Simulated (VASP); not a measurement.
Write the native input for VASP 6.6.1 that does the following.

```yaml
Task: single point
Functional: PBE
Potentials_or_basis: VASP PAW PBE potentials, release 64 (In_d, As)
Cutoff: 520 eV
k_mesh: 16 × 16 × 16
Occupations: gaussian, width 0.15 eV
Spin: no spin polarisation
Dipole_correction: no
Further_INCAR_settings: ALGO = Normal; EDIFF = 1e-06; NBANDS = 16
```

The structure of InAs lies in POSCAR:

```
InAs
1.0
    0.0000000000      3.3944961119      2.3999087511
    3.3944961119      0.0000000000      2.3999087511
    3.3944961119      3.3944961119      0.0000000000
In As
1 1
Direct
    0.0000000000      0.0000000000      0.0000000000
    0.7500000000      0.7500000000      0.7500000000
```

This cell differs from its parent crystal: ratio of the length along z to the lengths across it x 0.707, volume and fractional coordinates fixed.

One way to write it, as run:

INCAR

```
SYSTEM = InAs
PREC     = Accurate       ! precision mode
ENCUT    = 520            ! plane-wave cutoff, eV
EDIFF    = 1E-6           ! SCF threshold, eV
ISMEAR   = 0              ! smearing method
SIGMA    = 0.15           ! smearing width, eV
LREAL    = .FALSE.        ! projectors in reciprocal space
LASPH    = .TRUE.         ! aspherical terms in the spheres
NELM     = 80             ! most SCF steps
ALGO     = Normal         ! electronic algorithm
ISIF     = 2              ! what is computed and relaxed
LWAVE    = .FALSE.        ! write WAVECAR
LCHARG   = .FALSE.        ! write CHGCAR
GGA      = PE             ! functional
NBANDS   = 16             ! bands
```

KPOINTS

```
regular mesh
0
G
  16 16 16
  0 0 0
```

Potentials or basis: VASP PAW PBE potentials, release 64 (In_d, As).

Command:

```sh
$ cat potpaw_PBE.64/In_d/POTCAR potpaw_PBE.64/As/POTCAR > POTCAR
$ mpirun -np 1 vasp_std > vasp.out
```

It gave:

```json
{
  "Pressure": "1.2 GPa",
  "Band gap on the k mesh": "zero (bands 9 and 10 overlap by 0.39 eV)"
}
```

Caveat: semilocal functionals underestimate gaps, and a narrow one can read as zero; spin-orbit coupling is left out, which moves the levels of the heavy elements.

It took 8.3 min on 1 thread of Intel Xeon 8259CL (shared host), peak memory 0.44 GiB.
